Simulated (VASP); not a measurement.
A run of VASP 6.6.1 is set up as follows.

File INCAR:

```
SYSTEM = ZrOF2
PREC = Accurate ; ENCUT = 520
EDIFF = 1E-7 ; ISMEAR = 0
SIGMA = 0.1 ; LREAL = .False.
LASPH = .True. ; NELM = 80
ALGO = Normal ; ISIF = 2
LWAVE = .False. ; LCHARG = .False.
GGA = PE ; NBANDS = 24
```

The input KPOINTS:

```
Automatic mesh
0
Gamma
  6 6 4
  0 0 0
```

POSCAR

```
ZrOF2
1.0
    3.0454084400      0.0000000000      0.0000000000
    0.0000000000      3.0454084400      0.0000000000
    0.0000000000      0.0000000000      4.2893733000
Zr O F
1 1 2
Direct
    0.5000000000      0.5000000000      0.5000000000
    0.0000000000      0.0000000000      0.0000000000
    0.5000000000      0.0000000000      0.7382648000
    0.0000000000      0.5000000000      0.2617352000
```

Potentials or basis: VASP PAW PBE potentials, release 64 (Zr_sv, O, F).

Command:

```console
$ cat potpaw_PBE.64/Zr_sv/POTCAR potpaw_PBE.64/O/POTCAR potpaw_PBE.64/F/POTCAR > POTCAR
$ mpirun -np 1 vasp_std > vasp.out
```

Question: Estimate the largest force.

Answer: 0.356 eV/Å.

Question: What does it give for the pressure?

Answer: 100.6 GPa.

Stress tensor (GPa, compression positive):
```
116.58   0.00   0.00
  0.00 116.58   0.00
  0.00   0.00  68.74
```

Caveat: the k points lie up to 0.37 Å⁻¹ apart.
